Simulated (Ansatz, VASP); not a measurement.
**Two plane-wave programs on PbSe**

```xyz
2
Lattice="0.0000 3.0671 3.0671 3.0671 0.0000 3.0671 3.0671 3.0671 0.0000" Properties=species:S:1:pos:R:3 pbc="T T T"
Pb    0.0000    0.0000    0.0000
Se    3.0671    3.0671    3.0671
```

Alike in both runs: functional PBE; dispersion D3(BJ); k mesh 10 × 10 × 10; occupations gaussian, width 0.02 eV; no spin polarisation.

Ansatz relaxed the structure, and its values are those at the end. VASP's run is a single point on that final structure, the one shown.

```csv
,VASP,Ansatz
version,VASP 6.6.1,Ansatz 0.2.0
potentials or method,"VASP PAW PBE potentials, release 64 (Pb_d, Se), cutoff 500 eV","scalar-relativistic, plane waves, PAW"
valence electrons in the cell,20,30
```

```csv
,VASP,Ansatz,Ansatz less VASP
gap on the k mesh at the Fermi level (eV),0.31,0.31,-0.005
least direct gap on the mesh (eV),0.31,0.31,-0.005
pressure (GPa),0.0,0.0,+0.02
```

VASP's potentials hold 20 valence electrons a cell and Ansatz's 30, so a difference there can come from the potentials and not from the codes.

Spin-orbit coupling is off throughout.
